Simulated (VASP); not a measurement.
# ScF5 (F-43m) in VASP: single point with PBE

Aim: the single point of ScF5 with PBE.

Program: VASP 6.6.1. These are calculated values, not measurements. Logs are shortened: lines on timing, memory, paths and dates and some standing lists are left out, and cuts for length are marked.

### Step 1. The cell of the first run

The structure is cubic, space group F-43m (No. 216). Conventional cell: a = 6.190 Å, b = 6.190 Å, c = 6.190 Å, α = 90.00°, β = 90.00°, γ = 90.00°. Within 3.4 Å of Sc (site symmetry -43m) lie 16 F at 2.56 to 2.68 Å. Within 2.9 Å of F (site symmetry 3m) lie 9 F at 2.17 to 2.57 Å and 3 Sc at 2.56 Å. F (site symmetry -43m) has 12 F at 2.57 Å and 4 Sc at 2.68 Å within 3.4 Å.

The cell was built from a structure type or drawn by symmetry, and may not be a known phase.

### Step 2. Single point, PBE, collinear spin

Input file INCAR:

```
SYSTEM = ScF5
  PREC = Accurate
  ENCUT = 520
  EDIFF = 1E-6
  ISMEAR = 0
  SIGMA = 0.1
  LREAL = .False.
  LASPH = .True.
  NELM = 150
  ALGO = Normal
  ISIF = 2
  LWAVE = .False.
  LCHARG = .False.
  ISPIN = 2
  MAGMOM = 0 0.55 0.55 0.55 0.55 0
  LORBIT = 11
  LMAXMIX = 4
  GGA = PE
  NBANDS = 36
```

Input file KPOINTS:

```
Automatic mesh
0
Gamma
  10 10 10
  0 0 0
```

Input file POSCAR:

```
ScF5
1.0
    0.0000000000      3.0950448909      3.0950448909
    3.0950448909      0.0000000000      3.0950448909
    3.0950448909      3.0950448909      0.0000000000
Sc F
1 5
Direct
    0.5000000000      0.5000000000      0.5000000000
    0.8739156285      0.8739156285      0.8739156285
    0.3782531145      0.8739156285      0.8739156285
    0.8739156285      0.3782531145      0.8739156285
    0.8739156285      0.8739156285      0.3782531145
    0.2500000000      0.2500000000      0.2500000000
```

Potentials or basis: VASP PAW PBE potentials, release 64 (Sc_sv, F).

On the command line:

```console
> cat potpaw_PBE.64/Sc_sv/POTCAR potpaw_PBE.64/F/POTCAR > POTCAR
> mpirun -np 1 vasp_std > vasp.out
```

OUTCAR:

```text
SYSTEM = ScF5
   PREC = Accurate
   ENCUT = 520
   EDIFF = 1E-6
   ISMEAR = 0
   LREAL = .False.
   LASPH = .True.
   NELM = 150
   ISIF = 2
   ISPIN = 2
   LORBIT = 11
   GGA = PE

 ion  position               nearest neighbor table
   1  0.500  0.500  0.500-   3 2.56   4 2.56   5 2.56   2 2.56   2 2.56   2 2.56   3 2.56   3 2.56
                             5 2.56   4 2.56   4 2.56   5 2.56
   2  0.874  0.874  0.874-   1 2.56   1 2.56   1 2.56
   3  0.378  0.874  0.874-   1 2.56   1 2.56   1 2.56
   4  0.874  0.378  0.874-   1 2.56   1 2.56   1 2.56
   5  0.874  0.874  0.378-   1 2.56   1 2.56   1 2.56
   6  0.250  0.250  0.250-

  LATTYP: Found a face centered cubic cell.
 ALAT       =     6.1900897818

  Lattice vectors:

 A1 = (   0.0000000000,   3.0950448909,   3.0950448909)
 A2 = (   3.0950448909,   0.0000000000,   3.0950448909)
 A3 = (   3.0950448909,   3.0950448909,   0.0000000000)

Analysis of symmetry for initial positions (statically):
=====================================================================
 Subroutine PRICEL returns:
 Original cell was already a primitive cell.

 Routine SETGRP: Setting up the symmetry group for a
 face centered cubic supercell.

 Subroutine GETGRP returns: Found 24 space group operations
 (whereof 24 operations were pure point group operations)
 out of a pool of 48 trial point group operations.

The static configuration has the point symmetry T_d .

Analysis of symmetry for dynamics (positions and initial velocities):
=====================================================================
 Subroutine PRICEL returns:
 Original cell was already a primitive cell.

 Routine SETGRP: Setting up the symmetry group for a
 face centered cubic supercell.

 Subroutine GETGRP returns: Found 24 space group operations
 (whereof 24 operations were pure point group operations)
 out of a pool of 48 trial point group operations.

The dynamic configuration has the point symmetry T_d .

Analysis of structural, dynamic, and magnetic symmetry:
=====================================================================
 Subroutine PRICEL returns:
 Original cell was already a primitive cell.

 Routine SETGRP: Setting up the symmetry group for a
 face centered cubic supercell.

 Subroutine GETGRP returns: Found 24 space group operations
 (whereof 24 operations were pure point group operations)
 out of a pool of 48 trial point group operations.

The overall configuration has the point symmetry T_d .

 Subroutine INISYM returns: Found 24 space group operations
 (whereof 24 operations are pure point group operations),
 and found     1 'primitive' translations

----------------------------------------------------------------------------------------

                                     Primitive cell

  volume of cell :      59.2967

  direct lattice vectors                    reciprocal lattice vectors
     0.000000000  3.095044891  3.095044891    -0.161548545  0.161548545  0.161548545
     3.095044891  0.000000000  3.095044891     0.161548545 -0.161548545  0.161548545
     3.095044891  3.095044891  0.000000000     0.161548545  0.161548545 -0.161548545

  length of vectors
     4.377054461  4.377054461  4.377054461     0.279810288  0.279810288  0.279810288

  position of ions in fractional coordinates (direct lattice)
     0.500000000  0.500000000  0.500000000
     0.873915629  0.873915629  0.873915629
     0.378253114  0.873915629  0.873915629
     0.873915629  0.378253114  0.873915629
     0.873915629  0.873915629  0.378253114
     0.250000000  0.250000000  0.250000000

  ion indices of the primitive-cell ions
   primitive index   ion index
                 1           1
                 2           2
                 3           3
                 4           4
                 5           5
                 6           6

----------------------------------------------------------------------------------------

 KPOINTS: Automatic mesh

Automatic generation of k-mesh.
 Grid dimensions read from file:
[... 26 lines left out ...]
  0.400000  0.000000  0.000000      8.000000
  0.500000  0.000000  0.000000      4.000000
[... 16 lines left out ...]
  0.300000  0.300000  0.000000      6.000000
  0.400000  0.300000  0.000000     24.000000
 [... further k-points ...]
   k-points           NKPTS =     47   k-points in BZ     NKDIM =     47   number of bands    NBANDS=     36
   number of dos      NEDOS =    301   number of ions     NIONS =      6
   total plane-waves  NPLWV =  46656
   dimension x,y,z NGX =    36 NGY =   36 NGZ =   36
   dimension x,y,z NGXF=    72 NGYF=   72 NGZF=   72
   ions per type =               1   5
   NGX,Y,Z   is equivalent  to a cutoff of  13.67, 13.67, 13.67 a.u.
   NGXF,Y,Z  is equivalent  to a cutoff of  27.35, 27.35, 27.35 a.u.
 SYSTEM =  ScF5
   PREC   = accura    normal or accurate (medium, high low for compatibility)
   ISTART =      0    job   : 0-new  1-cont  2-samecut
   ICHARG =      2    charge: 1-file 2-atom 10-const
   ISPIN  =      2    spin polarized calculation?
   LNONCOLLINEAR =      F non collinear calculations
   LSORBIT =      F    spin-orbit coupling
   LASPH  =      T    aspherical Exc in radial PAW
   ENCUT  =  520.0 eV  38.22 Ry    6.18 a.u.   8.14  8.14  8.14*2*pi/ulx,y,z
   NELM   =    150;   NELMIN=  2; NELMDL= -5     # of ELM steps
   EDIFF  = 0.1E-05   stopping-criterion for ELM
   LREAL  =      F    real-space projection
   EDIFFG = 0.1E-04   stopping-criterion for IOM
   NSW    =      0    number of steps for IOM
   IBRION =     -1    ionic relax: 0-MD 1-quasi-New 2-CG
   NFREE  =      0    steps in history (QN), initial steepest desc. (CG)
   ISIF   =      2    stress and relaxation
   ISYM   =      2    0-nonsym 1-usesym 2-fastsym
   POTIM  = 0.5000    time-step for ionic-motion
   TEBEG  =    0.0;   TEEND  =   0.0 temperature during run
   PSTRESS=    0.0 pullay stress
   NELECT =      46.0000    total number of electrons
   NUPDOWN=      -1.0000    fix difference up-down
   EMIN   =  10.00;   EMAX   =-10.00  energy-range for DOS
   EFERMI =   0.00;   METHOD = LEGACY
   ISMEAR =     0;   SIGMA  =   0.10  broadening in eV -4-tet -1-fermi 0-gaus
   EFERMI_NEDOS =   21; number of points for ismear=-14 and -15
   IALGO  =     38    algorithm
   IMIX   =      4    mixing-type and parameters
     AMIX     =   0.40;   BMIX     =  1.00
     AMIX_MAG =   1.60;   BMIX_MAG =  1.00
  volume/ion in A,a.u.               =       9.88        66.69
  Fermi-wavevector in a.u.,A,eV,Ry     =   1.504240  2.842602 30.786423  2.262738
  Thomas-Fermi vector in A             =   2.615246
   LORBIT       =     11    0 simple, 1 ext, 2 COOP (PROOUT), +10 PAW based schemes
   GGA     = PE    functional components
   LHFCALC =     F    Hartree Fock is set to
   AEXX    =    0.0000 exact exchange contribution
   IVDW    =     0    specifies the selected vdW correction
   LEPSILON=     F    determine dielectric tensor
   LRPA    =     F    only Hartree local field effects (RPA)
 spin polarized calculation
 Gauss-broadening in eV      SIGMA  =   0.10
  energy-cutoff  :      520.00
  volume of cell :       59.30
 maximum number of plane-waves:      1639
 NGX is ok and might be reduce to    36
   NGX = 17   NGY = 17   NGZ = 17

 number of electron      46.0000000 magnetization       1.9999980

 Free energy of the ion-electron system (eV)
  ---------------------------------------------------
  ext. energy  EPLUGINS =         0.00000000
  ---------------------------------------------------
  free energy    TOTEN  =       -25.56991966 eV

  energy without entropy =      -25.56441617  energy(sigma->0) =      -25.56716792

 E-fermi :   1.4059     XC(G=0): -11.1515

 val. band max:        1.3989948026   @ k =   0.2000   0.0000   0.0000
 cond. band min:       1.4059743117   @ k =  -0.3000   0.4000   0.1000
 fundamental gap:      0.0069795091
 Fermi energy:         1.4059052997

 spin component 1

 k-point     1 :       0.0000    0.0000    0.0000
  band No.  band energies     occupation
      1     -49.1037      1.00000
      2     -27.5224      1.00000
      3     -27.5224      1.00000
      4     -27.5224      1.00000
      5     -22.3739      1.00000
      6     -19.9950      1.00000
[... 901 lines left out ...]
     34      19.6964      0.00000
     35      20.0326      0.00000

 [... further k-points ...]

 spin component 2

 k-point     1 :       0.0000    0.0000    0.0000
  band No.  band energies     occupation
      1     -49.1313      1.00000
      2     -27.5513      1.00000
      3     -27.5513      1.00000
      4     -27.5513      1.00000
      5     -21.5332      1.00000
      6     -19.0381      1.00000
[... 901 lines left out ...]
     34      19.8016      0.00000
     35      20.1936      0.00000

 [... further k-points ...]

 [bands above 35 left out]

------------------------ aborting loop because EDIFF is reached ----------------------------------------

  FORCE on cell =-STRESS in cart. coord.  units (eV):
  Direction    XX          YY          ZZ          XY          YZ          ZX
  --------------------------------------------------------------------------------------
  -------------------------------------------------------------------------------------
  Total       -0.1635440     -0.1635440     -0.1635440      0.0000000     -0.0000000     -0.0000000
  in kB       -4.4189022     -4.4189022     -4.4189022      0.0000000     -0.0000000     -0.0000000
  external PRESSURE =      -4.4189022 kB  Pullay stress =       0.0000000 kB

 VOLUME and BASIS-vectors are now :
 -----------------------------------------------------------------------------
  energy-cutoff  :      520.00
  volume of cell :       59.30
      direct lattice vectors                 reciprocal lattice vectors
     0.000000000  3.095044891  3.095044891    -0.161548545  0.161548545  0.161548545
     3.095044891  0.000000000  3.095044891     0.161548545 -0.161548545  0.161548545
     3.095044891  3.095044891  0.000000000     0.161548545  0.161548545 -0.161548545

 POSITION                                       TOTAL-FORCE (eV/Angst)
 -----------------------------------------------------------------------------------
      3.09504      3.09504      3.09504        -0.000000     -0.000000     -0.000000
      5.40962      5.40962      5.40962         0.008009      0.008009      0.008009
      5.40962      3.87552      3.87552         0.008009     -0.008009     -0.008009
      3.87552      5.40962      3.87552        -0.008009      0.008009     -0.008009
      3.87552      3.87552      5.40962        -0.008009     -0.008009      0.008009
      1.54752      1.54752      1.54752        -0.000000     -0.000000     -0.000000
 -----------------------------------------------------------------------------------
    total drift:                                0.000001      0.000001      0.000001

  FREE ENERGIE OF THE ION-ELECTRON SYSTEM (eV)
  ---------------------------------------------------
  free  energy   TOTEN  =       -25.5699196629 eV

  energy  without entropy=      -25.5644161721  energy(sigma->0) =      -25.56716792

 total charge

# of ion       s       p       d       tot
------------------------------------------
    1        2.084   6.040   0.548   8.673
    2        1.764   4.192   0.000   5.956
    3        1.764   4.192   0.000   5.956
    4        1.764   4.192   0.000   5.956
    5        1.764   4.192   0.000   5.956
    6        1.741   4.299   0.000   6.040
--------------------------------------------------
tot         10.881  27.108   0.548  38.537

 magnetization (x)

# of ion       s       p       d       tot
------------------------------------------
    1       -0.004  -0.003  -0.029  -0.035
    2        0.002   0.475   0.000   0.477
    3        0.002   0.475   0.000   0.477
    4        0.002   0.475   0.000   0.477
    5        0.002   0.475   0.000   0.477
    6       -0.000   0.028   0.000   0.027
--------------------------------------------------
tot          0.004   1.927  -0.029   1.902
```

Wall time 5.2 min (1 thread of Intel Xeon 8259CL, shared host); peak memory 0.33 GiB.

What came out:

| Item | Value |
| --- | --- |
| Free energy | -25.5699 eV |
| Pressure | -0.4 GPa |
| Largest force | 0.014 eV/Å |
| Band gap on the k mesh | zero (filled and empty bands overlap) |
| Net moment | 2.00 μB per cell |
| Site moments | Sc -0.04; F +0.48, +0.03 (each value once) μB |
| Valence electrons inside the program's atomic spheres | Sc 8.67; F 5.96, 6.04 (each value once) |

Forces on the atoms (eV/Å):
```
Sc   0.000  0.000  0.000
F    0.008  0.008  0.008
F    0.008 -0.008 -0.008
F   -0.008  0.008 -0.008
F   -0.008 -0.008  0.008
F    0.000  0.000  0.000
```
